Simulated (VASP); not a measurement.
# MoS2 (R3m) in VASP: further runs, part 2 of 2

VASP 6.6.1.

**4. Single point, LDA**

This run uses another cell than the first one, of 17.73 Å³/atom.

File INCAR:

```
SYSTEM = MoS2
PREC = Accurate
ENCUT = 520
EDIFF = 1E-7
ISMEAR = -1
SIGMA = 0.15
LREAL = .FALSE.
LASPH = .TRUE.
NELM = 80
ALGO = Normal
ISIF = 2
LWAVE = .FALSE.
LCHARG = .TRUE.
LELF = .TRUE.
LVHAR = .TRUE.
NBANDS = 20
```

File KPOINTS:

```
regular mesh
0
G
  11 11 11
  0 0 0
```

File POSCAR:

```
MoS2
1.0
    1.5800000000      0.9122130000      6.1500000000
   -1.5800000000      0.9122130000      6.1500000000
    0.0000000000     -1.8244270000      6.1500000000
Mo S
1 2
Direct
    0.0000000000      0.0000000000      0.0000000000
    0.2500000000      0.2500000000      0.2500000000
    0.4170000000      0.4170000000      0.4170000000
```

Launch:

```
$ cat potpaw_LDA.64/Mo_sv/POTCAR potpaw_LDA.64/S/POTCAR > POTCAR
$ mpirun -np 1 vasp_std > vasp.out
```

Run time: 11 min. Hardware: 1 thread of Intel Xeon 8259CL, shared host; peak memory 0.34 GiB.

Results (log left out):

```
Free energy            : -24.4621 eV
Pressure               : -2.3 GPa
Largest force          : 0.096 eV/Å
Band gap on the k mesh : 0.86 eV (least direct gap 1.90 eV)
```

Forces on the atoms (eV/Å):
```
Mo   0.000  0.000  0.083
S    0.000  0.000 -0.096
S    0.000  0.000  0.013
```

Stress tensor (GPa, compression positive):
```
-3.10  0.00  0.00
 0.00 -3.10  0.00
 0.00  0.00 -0.71
```

Levels at points of the mesh, in eV from the valence-band top:
```tsv
k point	band 10	band 11	band 12	band 13	band 14	band 15	band 16	band 17
(0.00, 0.00, 0.00)	-2.35	-2.35	-1.26	-1.21	2.01	2.01	2.45	2.45
```

**5. Single point, LDA**

This run uses another cell than the first one, of 18.17 Å³/atom.

File INCAR:

```
SYSTEM = MoS2
PREC = Accurate
ENCUT = 520
EDIFF = 1E-6
ISMEAR = -1
SIGMA = 0.15
LREAL = .FALSE.
LASPH = .TRUE.
NELM = 60
ALGO = Normal
ISIF = 2
LWAVE = .FALSE.
LCHARG = .FALSE.
NBANDS = 20
```

File KPOINTS:

```
Automatic mesh
0
G
  11 11 11
  0 0 0
```

File POSCAR:

```
MoS2
1.0
    1.5930584434      0.9197522923      6.2008287513
   -1.5930584434      0.9197522923      6.2008287513
    0.0000000000     -1.8395055929      6.2008287513
Mo S
1 2
Direct
    0.0000000000      0.0000000000      0.0000000000
    0.2500000000      0.2500000000      0.2500000000
    0.4170000000      0.4170000000      0.4170000000
```

Launch:

```
$ cat potpaw_LDA.64/Mo_sv/POTCAR potpaw_LDA.64/S/POTCAR > POTCAR
$ mpirun -np 1 vasp_std > vasp.out
```

It took 9.7 min on 1 thread of Intel Xeon 8259CL, shared host; peak memory 0.36 GiB.

The run converged. Its results:

```yaml
Free_energy: -24.4286 eV
Pressure: -5.9 GPa
Largest_force: 0.384 eV/Å
Band_gap_on_the_k_mesh: 0.88 eV (least direct gap 1.83 eV)
```

Forces in eV/Å, atoms in the order of the input:
```
Mo   0.000  0.000  0.079
S    0.000  0.000  0.306
S    0.000  0.000 -0.384
```

Stress tensor (GPa, compression positive):
```
-6.51  0.00  0.00
 0.00 -6.51  0.00
 0.00  0.00 -4.55
```

Levels at points of the mesh, in eV from the valence-band top:
| k point | band 11 | band 12 | band 13 | band 14 | band 15 | band 16 |
| --- | --- | --- | --- | --- | --- | --- |
| (0.00, 0.00, 0.00) | -2.27 | -1.22 | -1.14 | 1.98 | 1.98 | 2.38 |

Caveat: the cell stands under tension. A k mesh can miss the band edges.

**6. Single point, LDA**

This run uses another cell than the first one, of 18.61 Å³/atom.

File INCAR:

```
SYSTEM = MoS2
ALGO = Normal
EDIFF = 1E-6
ENCUT = 520
GGA = CA
ISIF = 2
ISMEAR = -1
LASPH = .TRUE.
LCHARG = .TRUE.
LELF = .TRUE.
LREAL = .FALSE.
LVHAR = .TRUE.
LWAVE = .FALSE.
NBANDS = 20
NELM = 80
PREC = Accurate
SIGMA = 0.15
```

File KPOINTS:

```
k-points
0
G
  11 11 11
  0 0 0
```

File POSCAR:

```
MoS2
1.0
    1.6059062438      0.9271699698      6.2508375944
   -1.6059062438      0.9271699698      6.2508375944
    0.0000000000     -1.8543409561      6.2508375944
Mo S
1 2
Direct
    0.0000000000      0.0000000000      0.0000000000
    0.2500000000      0.2500000000      0.2500000000
    0.4170000000      0.4170000000      0.4170000000
```

Potentials or basis: VASP PAW LDA potentials, release 64 (Mo_sv, S).

Launch:

```
$ cat potpaw_LDA.64/Mo_sv/POTCAR potpaw_LDA.64/S/POTCAR > POTCAR
$ mpirun -np 1 vasp_std > vasp.out
```

OUTCAR:

```text
SYSTEM = MoS2
   EDIFF = 1E-6
   ENCUT = 520
   GGA = CA
   ISIF = 2
   ISMEAR = -1
   LASPH = .TRUE.
   LREAL = .FALSE.
   NELM = 80
   PREC = Accurate

 ion  position               nearest neighbor table
   1  0.000  0.000  0.000-   2 2.43   2 2.43   2 2.43   3 2.43   3 2.43   3 2.43
   2  0.250  0.250  0.250-   1 2.43   1 2.43   1 2.43
   3  0.417  0.417  0.417-   1 2.43   1 2.43   1 2.43

  LATTYP: Found a trigonal (rhomboedric) cell.
 ALAT       =     6.5200881626
 COS(alpha) =     0.8786713312

  Lattice vectors:

 A1 = (   1.6059062438,   0.9271699698,   6.2508375944)
[... 192 lines left out ...]
      6      -6.2616      2.00000
[... 541 lines left out ...]
     19      14.7624      0.00000
     20      15.7119      0.00000

 [... further k-points ...]
[... 5 lines left out ...]
  --------------------------------------------------------------------------------------
  -------------------------------------------------------------------------------------
  Total       -3.3023482     -3.3023475     -2.7575795      0.0000000      0.0000001      0.0000000
  in kB      -94.7467405    -94.7467214    -79.1169354      0.0000000      0.0000043      0.0000000
  external PRESSURE =     -89.5367991 kB  Pullay stress =       0.0000000 kB

 VOLUME and BASIS-vectors are now :
 -----------------------------------------------------------------------------
  energy-cutoff  :      520.00
  volume of cell :       55.84
      direct lattice vectors                 reciprocal lattice vectors
     1.605906244  0.927169970  6.250837594     0.311350679  0.179758417  0.053326197
    -1.605906244  0.927169970  6.250837594    -0.311350679  0.179758417  0.053326197
     0.000000000 -1.854340956  6.250837594     0.000000000 -0.359516833  0.053326167

 POSITION                                       TOTAL-FORCE (eV/Angst)
 -----------------------------------------------------------------------------------
      0.00000      0.00000      0.00000         0.000000     -0.000000      0.074289
      0.00000     -0.00000      4.68813         0.000000     -0.000000      0.670906
      0.00000     -0.00000      7.81980         0.000000      0.000000     -0.745195
 -----------------------------------------------------------------------------------
    total drift:                                0.000000     -0.000003      0.000022

  FREE ENERGIE OF THE ION-ELECTRON SYSTEM (eV)
  ---------------------------------------------------
  free  energy   TOTEN  =       -24.3674906259 eV

  energy  without entropy=      -24.3626120278  energy(sigma->0) =      -24.36505133
```

stdout:

```text
POSCAR found type information on POSCAR MoS
 POSCAR found :  2 types and       3 ions
 scaLAPACK will be used
 LDA part: xc-table for (Slater(with rela. corr.)+CA(PZ))
 , standard interpolation
 POSCAR, INCAR and KPOINTS ok, starting setup
 FFT: planning ... GRIDC
 FFT: planning ... GRID_SOFT
 FFT: planning ... GRID
 WAVECAR not read
 entering main loop
```

Run time: 11 min. Hardware: 1 thread of Intel Xeon 8259CL, shared host; peak memory 0.36 GiB.

What came out:

- Free energy: -24.3675 eV
- Pressure: -9.0 GPa
- Largest force: 0.745 eV/Å
- Band gap on the k mesh: 0.90 eV (least direct gap 1.77 eV)

Forces in eV/Å, atoms in the order of the input:
```
Mo   0.000  0.000  0.074
S    0.000  0.000  0.671
S    0.000  0.000 -0.745
```

Stress tensor (GPa, compression positive):
```
-9.47  0.00  0.00
 0.00 -9.47  0.00
 0.00  0.00 -7.91
```

Levels at points of the mesh, in eV from the valence-band top:
```csv
k point,band 11,band 12,band 13,band 14,band 15,band 16
"(0.00, 0.00, 0.00)",-2.20,-1.19,-1.06,1.95,1.95,2.31
```

Caveat: the cell stands under tension. A k mesh can miss the band edges.

**7. Overview**

| cell | gap on the mesh (eV) | pressure (GPa) | largest force (eV/Å) |
| --- | --- | --- | --- |
| a = 6.306 Å, angles 28.5°, 3 atoms | 0.82 | 6.4 | 1.02 |
| a = 6.361 Å, angles 28.5°, 3 atoms | 0.84 | 1.8 | 0.54 |
| a = 6.415 Å, angles 28.5°, 3 atoms | 0.86 | -2.3 | 0.10 |
| a = 6.468 Å, angles 28.5°, 3 atoms | 0.88 | -5.9 | 0.38 |
| a = 6.520 Å, angles 28.5°, 3 atoms | 0.90 | -9.0 | 0.75 |

Alike in all rows: task single point; level LDA; potentials or basis VASP PAW LDA potentials, release 64 (Mo_sv, S); no spin polarisation; k mesh 11 × 11 × 11; cutoff (eV) 520; smearing fermi-dirac 0.15 eV.

Caveats: the cell stands under tension (at least some runs); the cell stands under pressure (at least some runs); forces of over 1 eV/Å act on the atoms, so gaps and moduli don't describe the material at rest (at least some runs).

Total energies depend on the potentials used, so only differences within one code and one set of settings carry meaning.
